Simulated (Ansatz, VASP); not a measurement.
## One calculation of Te, two programs

```
Te
1.0
     2.33314    1.34704    1.76165
    -2.33314    1.34704    1.76165
     0.00000   -2.69407    1.76165
Te
1
Cartesian
  0.0000 0.0000 2.6425
```

Alike in both runs: task single point; functional PBEsol; k mesh 15 × 15 × 15; occupations gaussian, width 0.1 eV; no spin polarisation.

```csv
,VASP,Ansatz
version,VASP 6.6.1,Ansatz 0.2.0
potentials or method,"VASP PAW PBE potentials, release 64 (Te), cutoff 520 eV","scalar-relativistic, plane waves, PAW"
valence electrons in the cell,6,16
```

|  | VASP | Ansatz | Ansatz less VASP |
| --- | --- | --- | --- |
| gap on the k mesh at the Fermi level (eV) | none | none | - |
| pressure (GPa) | -3.4 | -3.4 | 0.00 |
| traceless stress, the component that is largest in VASP (GPa) | 0.43 | 0.44 | +0.008 |

VASP's potentials were made for PBE, not for PBEsol. A gap of «none» marks a metal or a gap that the smearing closes. VASP's potentials hold 6 valence electrons a cell and Ansatz's 16, so a difference there can come from the potentials and not from the codes.

Neither program's run includes spin-orbit coupling.
